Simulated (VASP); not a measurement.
# Al9N in VASP: a series of runs

Runs on Al9N. Level: PBEsol. Tasks: single point.

All numbers are computed with VASP 6.6.1; they aren't measurements. Logs are shortened: lines on timing, memory, paths and dates and some standing lists are left out, and cuts for length are marked.

## (1) The cell of the first run

The cell holds a slab with vacuum, 10 atoms: a = 2.836 Å, b = 2.836 Å, c = 34.138 Å, α = 90.00°, β = 90.00°, γ = 120.00°.

## (2) Single point, PBEsol

INCAR reads:

```
ALGO     = Normal         # electronic algorithm
DIPOL    = 0.5 0.5 0.422
EDIFF    = 1E-6           # SCF threshold, eV
ENCUT    = 520            # plane-wave cutoff, eV
GGA      = PS             # functional
IDIPOL   = 3            
ISIF     = 2              # what is computed and relaxed
ISMEAR   = 0              # smearing method
LASPH    = T              # aspherical terms in the spheres
LCHARG   = F              # write CHGCAR
LDIPOL   = T            
LREAL    = F              # projectors in reciprocal space
LWAVE    = F              # write WAVECAR
NBANDS   = 27             # bands
NELM     = 60             # most SCF steps
PREC     = Accurate       # precision mode
SIGMA    = 0.1            # smearing width, eV
```

KPOINTS reads:

```
k-points
0
Gamma
  12 12 1
```

POSCAR reads:

```
Al9N
1.0
    2.8360890834      0.0000000000      0.0000000000
   -1.4180445417      2.4561251936      0.0000000000
    0.0000000000      0.0000000000     34.1378324787
Al N
9 1
Direct
    0.3333333333      0.6666666667      0.1171720554
    0.0000000000      0.0000000000      0.1854391565
    0.6666666667      0.3333333333      0.2537062577
    0.0000000000      0.0000000000      0.3219733588
    0.3333333333      0.6666666667      0.3896661213
    0.0000000000      0.0000000000      0.4573304602
    0.6666666667      0.3333333333      0.5260691494
    0.0000000000      0.0000000000      0.5941774940
    0.3333333333      0.6666666667      0.6631303406
    0.3333333333      0.8333333333      0.7143736923
```

Potentials or basis: VASP PAW PBE potentials, release 64 (Al, N).

Started as:

```bash
> cat potpaw_PBE.64/Al/POTCAR potpaw_PBE.64/N/POTCAR > POTCAR
> mpirun -np 1 vasp_std > vasp.out
```

OUTCAR:

```text
EDIFF = 1E-6
   ENCUT = 520
   GGA = PS
   ISIF = 2
   ISMEAR = 0
   LASPH = T
   LREAL = F
   NELM = 60
   PREC = Accurate

 ion  position               nearest neighbor table
   1  0.333  0.667  0.117-   2 2.85   2 2.85   2 2.85
   2  0.000  0.000  0.185-   1 2.85   1 2.85   1 2.85   3 2.85   3 2.85   3 2.85
   3  0.667  0.333  0.254-   4 2.85   4 2.85   4 2.85   2 2.85   2 2.85   2 2.85
   4  0.000  0.000  0.322-   5 2.83   5 2.83   5 2.83   3 2.85   3 2.85   3 2.85
   5  0.333  0.667  0.390-   6 2.83   6 2.83   6 2.83   4 2.83   4 2.83   4 2.83
   6  0.000  0.000  0.457-   5 2.83   5 2.83   5 2.83   7 2.86   7 2.86   7 2.86
   7  0.667  0.333  0.526-   8 2.84   8 2.84   8 2.84   6 2.86   6 2.86   6 2.86
   8  0.000  0.000  0.594-   7 2.84   7 2.84   7 2.84   9 2.87   9 2.87   9 2.87
   9  0.333  0.667  0.663-  10 1.81   8 2.87   8 2.87   8 2.87
  10  0.333  0.833  0.714-   9 1.81

  LATTYP: Found a hexagonal cell.
 ALAT       =     2.8360890834
 C/A-ratio  =    12.0369394172

  Lattice vectors:

 A1 = (   2.8360890834,   0.0000000000,   0.0000000000)
 A2 = (  -1.4180445417,   2.4561251936,   0.0000000000)
 A3 = (   0.0000000000,   0.0000000000,  34.1378324787)

Analysis of symmetry for initial positions (statically):
=====================================================================
 Subroutine PRICEL returns:
 Original cell was already a primitive cell.

 Routine SETGRP: Setting up the symmetry group for a
 hexagonal supercell.

 Subroutine GETGRP returns: Found  1 space group operations
 (whereof  1 operations were pure point group operations)
 out of a pool of 24 trial point group operations.

The static configuration has the point symmetry C_1 .

Analysis of symmetry for dynamics (positions and initial velocities):
=====================================================================
 Subroutine PRICEL returns:
 Original cell was already a primitive cell.

 Routine SETGRP: Setting up the symmetry group for a
 hexagonal supercell.

 Subroutine GETGRP returns: Found  1 space group operations
 (whereof  1 operations were pure point group operations)
 out of a pool of 24 trial point group operations.

The dynamic configuration has the point symmetry C_1 .

 Subroutine INISYM returns: Found  1 space group operations
 (whereof  1 operations are pure point group operations),
 and found     1 'primitive' translations

----------------------------------------------------------------------------------------

                                     Primitive cell

  volume of cell :     237.7970

  direct lattice vectors                    reciprocal lattice vectors
     2.836089083  0.000000000  0.000000000     0.352598233  0.203572685  0.000000000
    -1.418044542  2.456125194  0.000000000     0.000000000  0.407145370  0.000000000
     0.000000000  0.000000000 34.137832479     0.000000000  0.000000000  0.029293014

  length of vectors
     2.836089083  2.836089083 34.137832479     0.407145370  0.407145370  0.029293014

  position of ions in fractional coordinates (direct lattice)
     0.333333333  0.666666667  0.117172055
     0.000000000  0.000000000  0.185439157
     0.666666667  0.333333333  0.253706258
     0.000000000  0.000000000  0.321973359
     0.333333333  0.666666667  0.389666121
     0.000000000  0.000000000  0.457330460
     0.666666667  0.333333333  0.526069149
     0.000000000  0.000000000  0.594177494
     0.333333333  0.666666667  0.663130341
     0.333333333  0.833333333  0.714373692

  ion indices of the primitive-cell ions
   primitive index   ion index
                 1           1
                 2           2
                 3           3
                 4           4
                 5           5
                 6           6
                 7           7
                 8           8
                 9           9
                10          10

----------------------------------------------------------------------------------------

 KPOINTS: k-points

Automatic generation of k-mesh.
 Grid dimensions read from file:
 generate k-points for:   12   12    1

 Generating k-lattice:

  Cartesian coordinates                     Fractional coordinates (reciprocal lattice)
     0.029383186  0.016964390  0.000000000     0.083333333  0.000000000  0.000000000
     0.000000000  0.033928781  0.000000000     0.000000000  0.083333333  0.000000000
     0.000000000  0.000000000  0.029293014     0.000000000  0.000000000  1.000000000

  Length of vectors
     0.033928781  0.033928781  0.029293014

  Shift w.r.t. Gamma in fractional coordinates (k-lattice)
     0.000000000  0.000000000  0.000000000

 Subroutine IBZKPT returns following result:
 ===========================================

 Found     74 irreducible k-points:

 Following reciprocal coordinates:
            Coordinates               Weight
  0.000000  0.000000  0.000000      1.000000
  0.083333  0.000000  0.000000      2.000000
  0.000000  0.083333  0.000000      2.000000
 -0.083333  0.083333  0.000000      2.000000
  0.166667 -0.000000  0.000000      2.000000
  0.000000  0.166667  0.000000      2.000000
[... 16 lines left out ...]
  0.166667  0.083333  0.000000      2.000000
 -0.083333  0.250000  0.000000      2.000000
 [... further k-points ...]
   k-points           NKPTS =     74   k-points in BZ     NKDIM =     74   number of bands    NBANDS=     27
   number of dos      NEDOS =    301   number of ions     NIONS =     10
   total plane-waves  NPLWV = 147456
   dimension x,y,z NGX =    24 NGY =   24 NGZ =  256
   dimension x,y,z NGXF=    48 NGYF=   48 NGZF=  512
   ions per type =               9   1
   NGX,Y,Z   is equivalent  to a cutoff of  14.07, 14.07, 12.47 a.u.
   NGXF,Y,Z  is equivalent  to a cutoff of  28.14, 28.14, 24.93 a.u.
 SYSTEM =  unknown system
   PREC   = accura    normal or accurate (medium, high low for compatibility)
   ISTART =      0    job   : 0-new  1-cont  2-samecut
   ICHARG =      2    charge: 1-file 2-atom 10-const
   ISPIN  =      1    spin polarized calculation?
   LNONCOLLINEAR =      F non collinear calculations
   LSORBIT =      F    spin-orbit coupling
   LASPH  =      T    aspherical Exc in radial PAW
   ENCUT  =  520.0 eV  38.22 Ry    6.18 a.u.   5.27  5.27 63.47*2*pi/ulx,y,z
   NELM   =     60;   NELMIN=  2; NELMDL= -5     # of ELM steps
   EDIFF  = 0.1E-05   stopping-criterion for ELM
   LREAL  =      F    real-space projection
   EDIFFG = 0.1E-04   stopping-criterion for IOM
   NSW    =      0    number of steps for IOM
   IBRION =     -1    ionic relax: 0-MD 1-quasi-New 2-CG
   NFREE  =      0    steps in history (QN), initial steepest desc. (CG)
   ISIF   =      2    stress and relaxation
   ISYM   =      2    0-nonsym 1-usesym 2-fastsym
   POTIM  = 0.5000    time-step for ionic-motion
   TEBEG  =    0.0;   TEEND  =   0.0 temperature during run
   PSTRESS=    0.0 pullay stress
   NELECT =      32.0000    total number of electrons
   NUPDOWN=      -1.0000    fix difference up-down
   EMIN   =  10.00;   EMAX   =-10.00  energy-range for DOS
   EFERMI =   0.00;   METHOD = LEGACY
   ISMEAR =     0;   SIGMA  =   0.10  broadening in eV -4-tet -1-fermi 0-gaus
   EFERMI_NEDOS =   21; number of points for ismear=-14 and -15
   IALGO  =     38    algorithm
   IMIX   =      4    mixing-type and parameters
     AMIX     =   0.40;   BMIX     =  1.00
     AMIX_MAG =   1.60;   BMIX_MAG =  1.00
  volume/ion in A,a.u.               =      23.78       160.47
  Fermi-wavevector in a.u.,A,eV,Ry     =   0.838924  1.585337  9.575696  0.703794
  Thomas-Fermi vector in A             =   1.953059
   LORBIT       =      0    0 simple, 1 ext, 2 COOP (PROOUT), +10 PAW based schemes
   GGA     = PS    functional components
   LHFCALC =     F    Hartree Fock is set to
   AEXX    =    0.0000 exact exchange contribution
   IVDW    =     0    specifies the selected vdW correction
   LEPSILON=     F    determine dielectric tensor
   LRPA    =     F    only Hartree local field effects (RPA)
 non-spin polarized calculation
 Gauss-broadening in eV      SIGMA  =   0.10
  energy-cutoff  :      520.00
  volume of cell :      237.80
 maximum number of plane-waves:      6440
 NGX is ok and might be reduce to    24
   NGX = 11   NGY = 11   NGZ =127

 number of electron      32.0000000 magnetization

 dipolmoment           0.000000      0.000000      0.168354 electrons x Angstroem

 Free energy of the ion-electron system (eV)
  ---------------------------------------------------
  ext. energy  EPLUGINS =         0.00000000
  ---------------------------------------------------
  free energy    TOTEN  =       -41.13188510 eV

  energy without entropy =      -41.10796424  energy(sigma->0) =      -41.11992467

 E-fermi :   2.7952     XC(G=0):  -7.2312

 val. band max:        2.7918376338   @ k =   0.0000   0.0000   0.0000
 cond. band min:       2.7980684270   @ k =  -0.1667   0.4167   0.0000
 fundamental gap:      0.0062307932
 Fermi energy:         2.7951622350

 k-point     1 :       0.0000    0.0000    0.0000
  band No.  band energies     occupation
      1     -11.2325      2.00000
      2      -8.3771      2.00000
      3      -8.0934      2.00000
      4      -7.6993      2.00000
      5      -7.1250      2.00000
      6      -6.4018      2.00000
[... 19 lines left out ...]
     26      13.7161      0.00000
     27      13.7170      0.00000

 k-point     2 :       0.0833    0.0000    0.0000
  band No.  band energies     occupation
      1     -11.1422      2.00000
      2      -8.2070      2.00000
      3      -7.9239      2.00000
      4      -7.5306      2.00000
      5      -6.9574      2.00000
      6      -6.2357      2.00000
[... 19 lines left out ...]
     26      11.6394      0.00000
     27      12.0053      0.00000

 k-point     3 :       0.0000    0.0833    0.0000
  band No.  band energies     occupation
      1     -11.1416      2.00000
      2      -8.2070      2.00000
      3      -7.9239      2.00000
      4      -7.5306      2.00000
      5      -6.9574      2.00000
      6      -6.2357      2.00000
[... 19 lines left out ...]
     26      11.6534      0.00000
     27      12.0097      0.00000

 k-point     4 :      -0.0833    0.0833    0.0000
  band No.  band energies     occupation
      1     -11.1416      2.00000
      2      -8.2070      2.00000
      3      -7.9239      2.00000
      4      -7.5306      2.00000
      5      -6.9574      2.00000
      6      -6.2357      2.00000
[... 19 lines left out ...]
     26      11.6121      0.00000
     27      12.0374      0.00000
[... 516 lines left out ...]
      4      -7.1940      2.00000
      5      -6.6229      2.00000
      6      -5.9042      2.00000
[... 19 lines left out ...]
     26      10.1397      0.00000
     27      10.2421      0.00000

 k-point    23 :       0.1667    0.0833    0.0000
  band No.  band energies     occupation
      1     -10.6431      2.00000
      2      -7.1912      2.00000
      3      -6.9112      2.00000
      4      -6.5233      2.00000
      5      -5.9565      2.00000
      6      -5.2444      2.00000
[... 19 lines left out ...]
     26       8.5591      0.00000
     27       8.8110      0.00000

 k-point    24 :      -0.0833    0.2500    0.0000
  band No.  band energies     occupation
      1     -10.6385      2.00000
      2      -7.1912      2.00000
      3      -6.9112      2.00000
      4      -6.5233      2.00000
      5      -5.9565      2.00000
      6      -5.2443      2.00000
[... 19 lines left out ...]
     26       8.5464      0.00000
     27       8.8158      0.00000

 [... further k-points ...]

------------------------ aborting loop because EDIFF is reached ----------------------------------------

 vacuum level on the upper side and lower side of the slab       (xc-potential included)         2.144        -2.160

  FORCE on cell =-STRESS in cart. coord.  units (eV):
  Direction    XX          YY          ZZ          XY          YZ          ZX
  --------------------------------------------------------------------------------------
  -------------------------------------------------------------------------------------
  Total       -1.4457708     -1.5493492     -0.6675914     -0.0308525      0.9688394     -0.4508340
  in kB       -9.7410041    -10.4388726     -4.4979539     -0.2078715      6.5276378     -3.0375325
  external PRESSURE =      -8.2259435 kB  Pullay stress =       0.0000000 kB

 VOLUME and BASIS-vectors are now :
 -----------------------------------------------------------------------------
  energy-cutoff  :      520.00
  volume of cell :      237.80
      direct lattice vectors                 reciprocal lattice vectors
     2.836089083  0.000000000  0.000000000     0.352598233  0.203572685  0.000000000
    -1.418044542  2.456125194  0.000000000     0.000000000  0.407145370  0.000000000
     0.000000000  0.000000000 34.137832479     0.000000000  0.000000000  0.029293014

 POSITION                                       TOTAL-FORCE (eV/Angst)
 -----------------------------------------------------------------------------------
     -0.00000      1.63742      4.00000         0.000013     -0.000478     -0.029285
      0.00000      0.00000      6.33049        -0.001183     -0.000528      0.093093
      1.41804      0.81871      8.66098         0.000149     -0.002019     -0.060213
      0.00000      0.00000     10.99147         0.005119     -0.000928     -0.004626
     -0.00000      1.63742     13.30236        -0.003678      0.004387     -0.026019
      0.00000      0.00000     15.61227        -0.000039     -0.001650      0.053263
      1.41804      0.81871     17.95886        -0.000052      0.010121      0.000928
      0.00000      0.00000     20.28393        -0.044038      0.017850      0.221569
     -0.00000      1.63742     22.63783         0.356436     -0.616434     -0.293491
     -0.23634      2.04677     24.38717        -0.312727      0.589679      0.044782
 -----------------------------------------------------------------------------------
    total drift:                               -0.000138      0.000216      0.000317

  FREE ENERGIE OF THE ION-ELECTRON SYSTEM (eV)
  ---------------------------------------------------
  free  energy   TOTEN  =       -41.1318850967 eV

  energy  without entropy=      -41.1079642399  energy(sigma->0) =      -41.11992467

 vacuum level on the upper side and lower side of the slab        11.254         6.880
```

It took 16 min on 1 thread of Intel Xeon 6975P-C (Granite Rapids), shared host; peak memory 0.62 GiB.

What came out:

```yaml
Free_energy: -41.1319 eV
Largest_force: 0.770 eV/Å
Band_gap_on_the_k_mesh: zero (bands 16 and 17 overlap by 2.66 eV)
```

Forces on the atoms (eV/Å):
```
Al   0.000  0.000 -0.029
Al  -0.001 -0.001  0.093
Al   0.000 -0.002 -0.060
Al   0.005 -0.001 -0.005
Al  -0.004  0.004 -0.026
Al   0.000 -0.002  0.053
Al   0.000  0.010  0.001
Al  -0.044  0.018  0.222
Al   0.356 -0.616 -0.293
N   -0.313  0.590  0.045
```

Levels at points of the mesh, in eV from the Fermi level:
| k point | band 11 | band 12 | band 13 | band 14 | band 15 | band 16 | band 17 | band 18 | band 19 | band 20 |
| --- | --- | --- | --- | --- | --- | --- | --- | --- | --- | --- |
| (0.00, 0.00, 0.00) | -3.84 | -2.55 | -1.34 | 0.00 | 1.21 | 1.29 | 1.53 | 2.97 | 4.13 | 5.21 |
| (0.50, 0.00, 0.00) | -3.19 | -2.96 | -2.55 | -2.26 | -1.62 | -1.40 | -0.95 | -0.27 | -0.01 | 0.39 |
| (0.00, 0.50, 0.00) | -3.39 | -2.93 | -2.61 | -2.23 | -1.69 | -1.26 | -0.96 | -0.22 | -0.04 | 0.40 |
| (0.50, 0.50, 0.00) | -3.06 | -3.03 | -2.50 | -2.35 | -1.89 | -1.22 | -0.91 | -0.27 | 0.02 | 0.39 |

Caveat: the PAW data sets were made with another functional, which shifts forces and pressure a little.

[end of part 1 of 2]

The gap in the log of VASP goes by the Fermi energy; the results here count the filled bands.